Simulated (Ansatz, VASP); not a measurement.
Two plane-wave programs on SiN

```
Si N
1.0
    -1.46870    1.46870    2.31733
     1.46870   -1.46870    2.31733
     1.46870    1.46870   -2.31733
Si N
1 1
Direct
  0.01152 0.01152 0.00000
  0.41648 0.41648 0.00000
```

Change from the starting cell: species swapped into the SnP type (I4mm, No. 107).

Alike in both runs: functional PBE; k mesh 8 × 8 × 8; occupations gaussian, width 0.1 eV; no spin polarisation.

Ansatz relaxed the structure, and its values are those at the end. VASP's run is a single point on that final structure, the one shown.

|  | VASP | Ansatz |
| --- | --- | --- |
| version | VASP 6.6.1 | Ansatz 0.2.0 |
| potentials or method | VASP PAW PBE potentials, release 64 (Si, N), cutoff 520 eV | scalar-relativistic, plane waves, PAW |
| valence electrons in the cell | 9 | 9 |

```csv
,VASP,Ansatz,Ansatz less VASP
gap on the k mesh at the Fermi level (eV),none,none,-
pressure (GPa),-0.3,-0.2,+0.04
rms of the force components (eV/Å),0.003,0.005,+0.0018
```

A gap of «none» marks a metal or a gap that the smearing closes.

The k mesh is coarse, so the values compare programs but aren't converged.
